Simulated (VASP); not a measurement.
# TaN (zincblende type) (F-43m) in VASP: a series of runs, part 2 of 2

VASP 6.6.1. The steps go on from the part before.

## (3) Single point, PBE

This run uses another cell than the first one, of 7.59 Å³/atom, 0.994 times its volume.

INCAR reads:

```
ALGO = Normal
EDIFF = 1E-6
ENCUT = 520
GGA = PE
ISIF = 2
ISMEAR = -1
LASPH = True
LCHARG = False
LREAL = False
LWAVE = False
NBANDS = 15
NELM = 60
PREC = Accurate
SIGMA = 0.1
```

KPOINTS reads:

```
k-points
0
Gamma
  17 17 17
```

POSCAR reads:

```
TaN
1.0
    0.0000000000      1.9648577501      1.9648577501
    1.9648577501      0.0000000000      1.9648577501
    1.9648577501      1.9648577501      0.0000000000
Ta N
1 1
Direct
    0.0000000000      0.0000000000      0.0000000000
    0.2500000000      0.2500000000      0.2500000000
```

Potentials or basis: VASP PAW PBE potentials, release 64 (Ta_pv, N).

Command:

```bash
> cat potpaw_PBE.64/Ta_pv/POTCAR potpaw_PBE.64/N/POTCAR > POTCAR
> mpirun -np 1 vasp_std > vasp.out
```

OUTCAR:

```text
EDIFF = 1E-6
   ENCUT = 520
   GGA = PE
   ISIF = 2
   ISMEAR = -1
   LASPH = True
   LREAL = False
   NELM = 60
   PREC = Accurate

 ion  position               nearest neighbor table
   1  0.000  0.000  0.000-   2 1.70   2 1.70   2 1.70   2 1.70
   2  0.250  0.250  0.250-   1 1.70   1 1.70   1 1.70   1 1.70

  LATTYP: Found a face centered cubic cell.
 ALAT       =     3.9297155002

  Lattice vectors:

 A1 = (   0.0000000000,   1.9648577501,   1.9648577501)
 A2 = (   1.9648577501,   0.0000000000,   1.9648577501)
 A3 = (   1.9648577501,   1.9648577501,   0.0000000000)

Analysis of symmetry for initial positions (statically):
=====================================================================
 Subroutine PRICEL returns:
 Original cell was already a primitive cell.

 Routine SETGRP: Setting up the symmetry group for a
 face centered cubic supercell.

 Subroutine GETGRP returns: Found 24 space group operations
 (whereof 24 operations were pure point group operations)
 out of a pool of 48 trial point group operations.

The static configuration has the point symmetry T_d .

Analysis of symmetry for dynamics (positions and initial velocities):
=====================================================================
 Subroutine PRICEL returns:
 Original cell was already a primitive cell.

 Routine SETGRP: Setting up the symmetry group for a
 face centered cubic supercell.

 Subroutine GETGRP returns: Found 24 space group operations
 (whereof 24 operations were pure point group operations)
 out of a pool of 48 trial point group operations.

The dynamic configuration has the point symmetry T_d .

 Subroutine INISYM returns: Found 24 space group operations
 (whereof 24 operations are pure point group operations),
 and found     1 'primitive' translations

----------------------------------------------------------------------------------------

                                     Primitive cell

  volume of cell :      15.1713

  direct lattice vectors                    reciprocal lattice vectors
     0.000000000  1.964857750  1.964857750    -0.254471348  0.254471348  0.254471348
     1.964857750  0.000000000  1.964857750     0.254471348 -0.254471348  0.254471348
     1.964857750  1.964857750  0.000000000     0.254471348  0.254471348 -0.254471348

  length of vectors
     2.778728478  2.778728478  2.778728478     0.440757304  0.440757304  0.440757304

  position of ions in fractional coordinates (direct lattice)
     0.000000000  0.000000000  0.000000000
     0.250000000  0.250000000  0.250000000

  ion indices of the primitive-cell ions
   primitive index   ion index
                 1           1
                 2           2

----------------------------------------------------------------------------------------

 KPOINTS: k-points

Automatic generation of k-mesh.
 Grid dimensions read from file:
 generate k-points for:   17   17   17

 Generating k-lattice:

  Cartesian coordinates                     Fractional coordinates (reciprocal lattice)
    -0.014968903  0.014968903  0.014968903     0.058823529  0.000000000  0.000000000
[... 39 lines left out ...]
 -0.117647  0.058824  0.000000     24.000000
 [... further k-points ...]
   k-points           NKPTS =    165   k-points in BZ     NKDIM =    165   number of bands    NBANDS=     15
   number of dos      NEDOS =    301   number of ions     NIONS =      2
   total plane-waves  NPLWV =  13824
   dimension x,y,z NGX =    24 NGY =   24 NGZ =   24
   dimension x,y,z NGXF=    48 NGYF=   48 NGZF=   48
   ions per type =               1   1
   NGX,Y,Z   is equivalent  to a cutoff of  14.36, 14.36, 14.36 a.u.
   NGXF,Y,Z  is equivalent  to a cutoff of  28.72, 28.72, 28.72 a.u.
 SYSTEM =  unknown system
   PREC   = accura    normal or accurate (medium, high low for compatibility)
   ISTART =      0    job   : 0-new  1-cont  2-samecut
   ICHARG =      2    charge: 1-file 2-atom 10-const
   ISPIN  =      1    spin polarized calculation?
   LNONCOLLINEAR =      F non collinear calculations
   LSORBIT =      F    spin-orbit coupling
   LASPH  =      T    aspherical Exc in radial PAW
   ENCUT  =  520.0 eV  38.22 Ry    6.18 a.u.   5.17  5.17  5.17*2*pi/ulx,y,z
   NELM   =     60;   NELMIN=  2; NELMDL= -5     # of ELM steps
   EDIFF  = 0.1E-05   stopping-criterion for ELM
   LREAL  =      F    real-space projection
   EDIFFG = 0.1E-04   stopping-criterion for IOM
   NSW    =      0    number of steps for IOM
   IBRION =     -1    ionic relax: 0-MD 1-quasi-New 2-CG
   NFREE  =      0    steps in history (QN), initial steepest desc. (CG)
   ISIF   =      2    stress and relaxation
   ISYM   =      2    0-nonsym 1-usesym 2-fastsym
   POTIM  = 0.5000    time-step for ionic-motion
   TEBEG  =    0.0;   TEEND  =   0.0 temperature during run
   PSTRESS=    0.0 pullay stress
   NELECT =      16.0000    total number of electrons
   NUPDOWN=      -1.0000    fix difference up-down
   EMIN   =  10.00;   EMAX   =-10.00  energy-range for DOS
   EFERMI =   0.00;   METHOD = LEGACY
   ISMEAR =    -1;   SIGMA  =   0.10  broadening in eV -4-tet -1-fermi 0-gaus
   EFERMI_NEDOS =   21; number of points for ismear=-14 and -15
   IALGO  =     38    algorithm
   IMIX   =      4    mixing-type and parameters
     AMIX     =   0.40;   BMIX     =  1.00
     AMIX_MAG =   1.60;   BMIX_MAG =  1.00
  volume/ion in A,a.u.               =       7.59        51.19
  Fermi-wavevector in a.u.,A,eV,Ry     =   1.666379  3.148999 37.780903  2.776818
  Thomas-Fermi vector in A             =   2.752585
   LORBIT       =      0    0 simple, 1 ext, 2 COOP (PROOUT), +10 PAW based schemes
   GGA     = PE    functional components
   LHFCALC =     F    Hartree Fock is set to
   AEXX    =    0.0000 exact exchange contribution
   IVDW    =     0    specifies the selected vdW correction
   LEPSILON=     F    determine dielectric tensor
   LRPA    =     F    only Hartree local field effects (RPA)
 non-spin polarized calculation
  energy-cutoff  :      520.00
  volume of cell :       15.17
 maximum number of plane-waves:       424
 NGX is ok and might be reduce to    24
   NGX = 11   NGY = 11   NGZ = 11

 number of electron      15.9999999 magnetization

 Free energy of the ion-electron system (eV)
  ---------------------------------------------------
  ext. energy  EPLUGINS =         0.00000000
  ---------------------------------------------------
  free energy    TOTEN  =       -11.08151504 eV

  energy without entropy =      -11.06645832  energy(sigma->0) =      -11.07398668

 E-fermi :  13.5172     XC(G=0): -15.1260

 val. band max:       13.4907046787   @ k =   0.0588   0.0000   0.0000
 cond. band min:      13.5182076664   @ k =  -0.4706   0.1176   0.0588
 fundamental gap:      0.0275029877
 Fermi energy:        13.5171858380

 k-point     1 :       0.0000    0.0000    0.0000
  band No.  band energies     occupation
      1     -21.2740      2.00000
      2     -21.2740      2.00000
      3     -21.2740      2.00000
      4      -7.8324      2.00000
      5       1.8985      2.00000
      6       1.8985      2.00000
      7       1.8985      2.00000
      8      13.2547      1.86488
      9      14.2352      0.00152
     10      14.2352      0.00152
     11      22.3127      0.00000
     12      22.3127      0.00000
     13      22.3127      0.00000
     14      27.5422      0.00000
[... 401 lines left out ...]
      2     -21.4539      2.00000
      3     -21.3339      2.00000
      4      -6.8851      2.00000
      5       1.7405      2.00000
      6       2.2278      2.00000
      7       2.5023      2.00000
      8      13.0831      1.97429
      9      13.9372      0.02955
     10      14.5928      0.00004
     11      21.7972      0.00000
     12      23.2908      0.00000
     13      24.3870      0.00000
     14      27.5387      0.00000
     15      30.3144      0.00000

 [... further k-points ...]

------------------------ aborting loop because EDIFF is reached ----------------------------------------

  FORCE on cell =-STRESS in cart. coord.  units (eV):
  Direction    XX          YY          ZZ          XY          YZ          ZX
  --------------------------------------------------------------------------------------
  -------------------------------------------------------------------------------------
  Total       43.5122319     43.5122319     43.5122319      0.0000000     -0.0000000     -0.0000000
  in kB     4595.1384815   4595.1384815   4595.1384815      0.0000000     -0.0000000     -0.0000000
  external PRESSURE =    4595.1384815 kB  Pullay stress =       0.0000000 kB

 VOLUME and BASIS-vectors are now :
 -----------------------------------------------------------------------------
  energy-cutoff  :      520.00
  volume of cell :       15.17
      direct lattice vectors                 reciprocal lattice vectors
     0.000000000  1.964857750  1.964857750    -0.254471348  0.254471348  0.254471348
     1.964857750  0.000000000  1.964857750     0.254471348 -0.254471348  0.254471348
     1.964857750  1.964857750  0.000000000     0.254471348  0.254471348 -0.254471348

 POSITION                                       TOTAL-FORCE (eV/Angst)
 -----------------------------------------------------------------------------------
      0.00000      0.00000      0.00000         0.000000      0.000000      0.000000
      0.98243      0.98243      0.98243        -0.000000     -0.000000     -0.000000
 -----------------------------------------------------------------------------------
    total drift:                                0.000000      0.000000      0.000000

  FREE ENERGIE OF THE ION-ELECTRON SYSTEM (eV)
  ---------------------------------------------------
  free  energy   TOTEN  =       -11.0815150422 eV

  energy  without entropy=      -11.0664583188  energy(sigma->0) =      -11.07398668
```

stdout:

```text
POSCAR found type information on POSCAR TaN
 POSCAR found :  2 types and       2 ions
 scaLAPACK will be used
 LDA part: xc-table for (Slater+PW92), standard interpolation
 POSCAR, INCAR and KPOINTS ok, starting setup
 FFT: planning ... GRIDC
 FFT: planning ... GRID_SOFT
 FFT: planning ... GRID
 WAVECAR not read
 entering main loop
```

It took 12 s on 1 thread of Intel Xeon 6975P-C (Granite Rapids), shared host; peak memory 0.17 GiB.

What came out:

| Property | Result |
| --- | --- |
| Free energy | -11.0815 eV |
| Pressure | 459.5 GPa |
| Band gap on the k mesh | zero (band 8 reaches 14.91 eV, above the bottom of band 9 at 12.62 eV) |

Levels at points of the mesh, in eV from the Fermi level:
```tsv
k point	band 5	band 6	band 7	band 8	band 9	band 10	band 11	band 12
(0.00, 0.00, 0.00)	-11.62	-11.62	-11.62	-0.26	0.72	0.72	8.80	8.80
```

Caveat: spin-orbit coupling is left out, which moves the levels of the heavy elements.

## (4) Relaxation of cell and atoms, PBE, target pressure 440 GPa, at which the enthalpy is minimised

This run uses another cell than the first one, of 7.17 Å³/atom, 0.939 times its volume.

INCAR reads:

```
SYSTEM = TaN
ALGO = Normal
EDIFF = 1E-6
EDIFFG = -0.005
ENCUT = 600
GGA = PE
IBRION = 2
ISIF = 3
ISMEAR = -1
LASPH = .TRUE.
LCHARG = .FALSE.
LREAL = .FALSE.
LWAVE = .FALSE.
NELM = 60
NSW = 60
PREC = Accurate
PSTRESS = 4400.0
SIGMA = 0.1
```

KPOINTS reads:

```
k-points
0
G
  17 17 17
  0 0 0
```

POSCAR reads:

```
TaN
1.0
    0.0000000000      1.9279835054      1.9279835054
    1.9279835054      0.0000000000      1.9279835054
    1.9279835054      1.9279835054      0.0000000000
Ta N
1 1
Direct
    0.0000000000      0.0000000000      0.0000000000
    0.2500000000      0.2500000000      0.2500000000
```

Command:

```bash
> cat potpaw_PBE.64/Ta_pv/POTCAR potpaw_PBE.64/N/POTCAR > POTCAR
> mpirun -np 1 vasp_std > vasp.out
```

Run time: 38 s. Hardware: 1 thread of Intel Xeon 6975P-C (Granite Rapids), shared host; peak memory 0.18 GiB.

Results (log left out):

```yaml
Free_energy: -11.5849 eV
Relaxed_volume: 7.67 Å³/atom
Relaxed_cell: a = 2.790 Å, b = 2.790 Å, c = 2.790 Å, α = 60.00°, β = 60.00°, γ = 60.00°
Space_group_after_relaxing_to_0.05_Å: F-43m (No. 216)
Energy_change_on_relaxing_the_enthalpy_is_what_falls: -1585.6 meV/atom
Ionic_steps: 5
Pressure_after_relaxing: 440.0 GPa
Band_gap_on_the_k_mesh: zero (band 8 reaches 14.72 eV, above the bottom of band 9 at 12.49 eV)
```

Step by step:
```
step  energy change (eV)  largest force (eV/Å)  pressure (GPa)  volume (Å³)
   1              0.0000                0.0000          564.89        14.33
   2            -12.8476                0.0000          -21.65        29.33
   3             -4.5142                0.0000          387.60        15.87
   4             -3.2306                0.0000          437.68        15.37
   5             -3.1713                0.0000          439.96        15.35
```

Final structure:
```xyz
2
Lattice="0.0000 1.9725 1.9725 1.9725 0.0000 1.9725 1.9725 1.9725 0.0000" Properties=species:S:1:pos:R:3 pbc="T T T"
Ta    0.0000    0.0000    0.0000
N     0.9863    0.9863    0.9863
```

Levels at points of the mesh, in eV from the Fermi level:
```tsv
k point	band 5	band 6	band 7	band 8	band 9	band 10	band 11	band 12
(0.00, 0.00, 0.00)	-11.50	-11.50	-11.50	-0.29	0.72	0.72	8.74	8.74
```

Caveat: the cell is relaxed towards a set pressure, so the enthalpy falls and the energy may rise; spin-orbit coupling is left out, which moves the levels of the heavy elements.

## (5) Overview

```tsv
task	cell	cutoff (eV)	gap on the mesh (eV)	pressure (GPa)
single point	a = 2.784 Å, angles 60.0°, 2 atoms	520	none	450.0
single point	a = 2.779 Å, angles 60.0°, 2 atoms	520	none	459.5
relaxation of cell and atoms	relaxed to 440 GPa from a = 2.727 Å, angles 60.0°, 2 atoms	600	none	440.0
```

Alike in all rows: level PBE; potentials or basis VASP PAW PBE potentials, release 64 (Ta_pv, N); no spin polarisation; k mesh 17 × 17 × 17; smearing fermi-dirac 0.1 eV.

Caveats: spin-orbit coupling is left out, which moves the levels of the heavy elements; the cell is relaxed towards a set pressure, so the enthalpy falls and the energy may rise (some runs).

Absolute energies hang on the potentials; compare differences alone.
